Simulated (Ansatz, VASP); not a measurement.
## P in VASP and in Ansatz

```
P
1.0
     4.79366    0.00000    0.00000
     0.00000    4.79366    0.00000
     0.00000    0.00000    2.32677
P
3
Direct
  0.50000 0.00000 0.50000
  0.00000 0.50000 0.50000
  0.50000 0.50000 0.50000
```

Alike in both runs: functional PBE; k mesh 10 × 10 × 20; occupations gaussian, width 0.1 eV; no spin polarisation.

Ansatz relaxed the structure, and its values are those at the end. VASP's run is a single point on that final structure, the one shown.

|  | VASP | Ansatz |
| --- | --- | --- |
| version | VASP 6.6.1 | Ansatz 0.2.0 |
| potentials or method | VASP PAW PBE potentials, release 64 (P), cutoff 520 eV | scalar-relativistic, plane waves, PAW |
| valence electrons in the cell | 15 | 15 |

Ansatz gave:

| Property | Result |
| --- | --- |
| gap on the k mesh at the Fermi level (eV) | none |
| pressure (GPa) | 0.0 |

Problem. Which values does VASP return?

Solution. gap on the k mesh at the Fermi level (eV): none; pressure (GPa): -0.2.

A gap of «none» marks a metal or a gap that the smearing closes. The functional is the same, so the differences come from potentials, cutoffs and numerics.
